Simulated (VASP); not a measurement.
The system is ZnAu.

```xyz
2
Lattice="3.1470 0.0000 0.0000 0.0000 3.1470 0.0000 0.0000 0.0000 3.1470" Properties=species:S:1:pos:R:3 pbc="T T T"
Zn    1.5735    1.5735    1.5735
Au    0.0500    0.0500    0.0000
```

| Item | Value |
| --- | --- |
| Program | VASP 6.6.1 |
| Task | relaxation of the atoms |
| Functional | LDA |
| Potentials or basis | VASP PAW LDA potentials, release 64 (Zn, Au) |
| Cutoff | 520 eV |
| k mesh | 5 × 5 × 5 |
| Occupations | methfessel-paxton, width 0.02 eV |
| Spin | no spin polarisation |

At the start: pressure -5.4 GPa; volume 15.58 Å³/atom.

Task: Where does the relaxation end?

Result: Over 19 steps the energy falls by 3.8 meV/atom; space group Amm2 (No. 38, to 0.1 Å) before, Pm-3m (No. 221, to 0.1 Å).

Step by step:
```
step  energy change (eV)  largest force on free atoms (eV/Å)  pressure (GPa)
   1              0.0000                              0.2167           -5.44
   2             -0.0021                              0.1853           -5.49
   3             -0.0064                              0.0880           -5.62
   4             -0.0059                              0.1016           -5.61
   5             -0.0076                              0.0014           -5.65
   6             -0.0076                              0.0031           -5.66
   7             -0.0076                              0.0024           -5.65
   8             -0.0076                              0.0034           -5.65
   9             -0.0076                              0.0035           -5.65
  10             -0.0076                              0.0036           -5.66
  11             -0.0076                              0.0036           -5.66
  12             -0.0076                              0.0035           -5.66
  13             -0.0076                              0.0033           -5.66
  14             -0.0076                              0.0030           -5.66
  15             -0.0076                              0.0034           -5.66
  16             -0.0076                              0.0033           -5.66
  17             -0.0076                              0.0029           -5.66
  18             -0.0076                              0.0022           -5.66
  19             -0.0076                              0.0008           -5.66
```

Final structure:
```
Zn Au
1.0
     3.14700    0.00000    0.00000
     0.00000    3.14700    0.00000
     0.00000    0.00000    3.14700
Zn Au
1 1
Cartesian
  1.5735 1.5735 1.5735
  0.0004 0.0004 0.0000
```

Caveat: the k points lie up to 0.40 Å⁻¹ apart, too coarse for converged energies and pressures of a metal.
